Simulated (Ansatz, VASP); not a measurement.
Two plane-wave programs on As

File INCAR:

```
SYSTEM = As
PREC = Accurate
ENCUT = 600
EDIFF = 1E-6
ISMEAR = 0
SIGMA = 0.1
LREAL = .False.
LASPH = .True.
NELM = 80
ALGO = Normal
ISIF = 3
LWAVE = .False.
LCHARG = .False.
GGA = PS
IBRION = 2
NSW = 100
EDIFFG = -0.01
```

File KPOINTS:

```
regular mesh
0
Gamma
  21 21 12
  0 0 0
```

File POSCAR:

```
As
1.0
    2.9223230489      0.0000000000      0.0000000000
   -1.4611615244      2.5308059984      0.0000000000
    0.0000000000      0.0000000000      4.9484347426
As
2
Direct
    0.3333333333      0.6666666667      0.2500000000
    0.6666666667      0.3333333333      0.7500000000
```

Input for Ansatz:

```yaml
crystal:
  lattice:
    - [2.9223230489, 0.0, 0.0]
    - [-1.4611615244, 2.5308059984, 0.0]
    - [0.0, 0.0, 4.9484347426]
  atoms:
    - { symbol: As, position: [0.3333333333, 0.6666666667, 0.25] }
    - { symbol: As, position: [0.6666666667, 0.3333333333, 0.75] }
basis:
  ecutwfc: 420
kpoints:
  mp_grid: { grid: [21, 21, 12] }
hamiltonian:
  xc: pbesol
scf:
  occupations: { method: gaussian, width: 0.1 }
output:
  forces: true
  stress: true
  eigenvalues: true
relax:
  adjacent_minimum: "off"
  f_tol: 0.01
  max_steps: 80
  cell: { stress_tol: 0.05 }
```

Alike in both runs: task relaxation of cell and atoms; functional PBEsol; k mesh 21 × 21 × 12; occupations gaussian, width 0.1 eV; no spin polarisation.

|  | VASP | Ansatz |
| --- | --- | --- |
| version | VASP 6.6.1 | Ansatz 0.2.0 |
| potentials or method | VASP PAW PBE potentials, release 64 (As), cutoff 600 eV | scalar-relativistic, plane waves, PAW |
| valence electrons in the cell | 10 | 30 |

Ansatz gave:

| Item | Value |
| --- | --- |
| gap on the k mesh at the Fermi level, each at its own relaxed structure (eV) | none |
| relaxed volume (Å³/atom) | 18.38 |
| relaxed cell length with the largest relative difference (Å) | 4.857 |

Task: Estimate VASP's values.

Result: gap on the k mesh at the Fermi level, each at its own relaxed structure (eV): none; relaxed volume (Å³/atom): 18.42; relaxed cell length with the largest relative difference (Å): 4.863.

VASP's potentials were made for PBE, not for PBEsol. A gap of «none» marks a metal or a gap that the smearing closes. VASP's potentials hold 10 valence electrons a cell and Ansatz's 30, so a difference there can come from the potentials and not from the codes.
